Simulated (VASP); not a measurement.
Write the native input for VASP 6.6.1 that does the following.

```
Task                   : electric field gradients
Functional             : PBE
Potentials or basis    : VASP PAW PBE potentials, release 64 (Zn)
Cutoff                 : 520 eV
k mesh                 : 13 × 13 × 6
Occupations            : fermi-dirac, width 0.05 eV
Spin                   : no spin polarisation
Dipole correction      : no
Further INCAR settings : ALGO = Normal; EDIFF = 1e-08; NBANDS = 19
```

The structure of Zn lies in POSCAR:

```
Zn
1.0
    2.6700000000      0.0000000000      0.0000000000
   -1.3350000000      2.3122878281      0.0000000000
    0.0000000000      0.0000000000      4.9660000000
Zn
2
Direct
    0.3333333333      0.6666666667      0.2500000000
    0.6666666667      0.3333333333      0.7500000000
```

One way to write it, as run:

INCAR

```
PREC = Accurate
ENCUT = 520
EDIFF = 1E-8
ISMEAR = -1
SIGMA = 0.05
LREAL = F
LASPH = T
NELM = 60
ALGO = Normal
ISIF = 2
LWAVE = F
LCHARG = F
GGA = PE
LEFG = T
NBANDS = 19
```

KPOINTS

```
Automatic mesh
0
Gamma
  13 13 6
```

Potentials or basis: VASP PAW PBE potentials, release 64 (Zn).

The run is started by

```console
$ cat potpaw_PBE.64/Zn/POTCAR > POTCAR
$ mpirun -np 1 vasp_std > vasp.out
```

It gave:

The pressure is -0.7 GPa and the band gap on the k mesh is zero (bands 12 and 13 overlap by 4.14 eV). The largest electric field gradient by atom is Zn +38.4 V/Å².

Caveat: without QUAD_EFG the Cq values of the log hold for a quadrupole moment of 1 mb, not for the nuclei.

It took 120 s on 1 thread of Intel Xeon 8259CL (shared host), peak memory 0.16 GiB.
